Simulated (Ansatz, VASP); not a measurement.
**Hf7N in VASP and in Ansatz**

```
Hf N
1.0
     3.20768    0.00000    0.00000
    -1.60384    2.77794    0.00000
     0.00000    0.00000   35.93332
Hf N
14 2
Direct
  0.33333 0.66667 0.17929
  0.66667 0.33333 0.25000
  0.33333 0.66667 0.32071
  0.66667 0.33333 0.96391
  0.33333 0.66667 0.03609
  0.33333 0.66667 0.89148
  0.66667 0.33333 0.10852
  0.33333 0.66667 0.46391
  0.66667 0.33333 0.53609
  0.66667 0.33333 0.39148
  0.33333 0.66667 0.60852
  0.66667 0.33333 0.67929
  0.33333 0.66667 0.75000
  0.66667 0.33333 0.82071
  0.00000 0.00000 0.00000
  0.00000 0.00000 0.50000
```

Alike in both runs: functional PBE; k mesh 6 × 6 × 1; occupations gaussian, width 0.2 eV; no spin polarisation.

Ansatz relaxed the structure, and its values are those at the end. VASP's run is a single point on that final structure, the one shown.

|  | VASP | Ansatz |
| --- | --- | --- |
| version | VASP 6.6.1 | Ansatz 0.2.0 |
| potentials or method | VASP PAW PBE potentials, release 64 (Hf_pv, N), cutoff 520 eV | scalar-relativistic, plane waves, PAW |
| valence electrons in the cell | 150 | 374 |

Ansatz gave:

| Quantity | Value |
| --- | --- |
| gap on the k mesh at the Fermi level (eV) | none |
| pressure (GPa) | -0.1 |
| rms of the force components (eV/Å) | 0.023 |

Task: Which values does VASP return?

Result: gap on the k mesh at the Fermi level (eV): none; pressure (GPa): -0.7; rms of the force components (eV/Å): 0.013.

A gap of «none» marks a metal or a gap that the smearing closes. With one functional, cell and mesh, what is left measures potentials, basis and numerics. VASP's potentials hold 150 valence electrons a cell and Ansatz's 374, so a difference there can come from the potentials and not from the codes.

The k mesh is coarse, so the values compare programs but aren't converged. Spin-orbit coupling is off throughout.
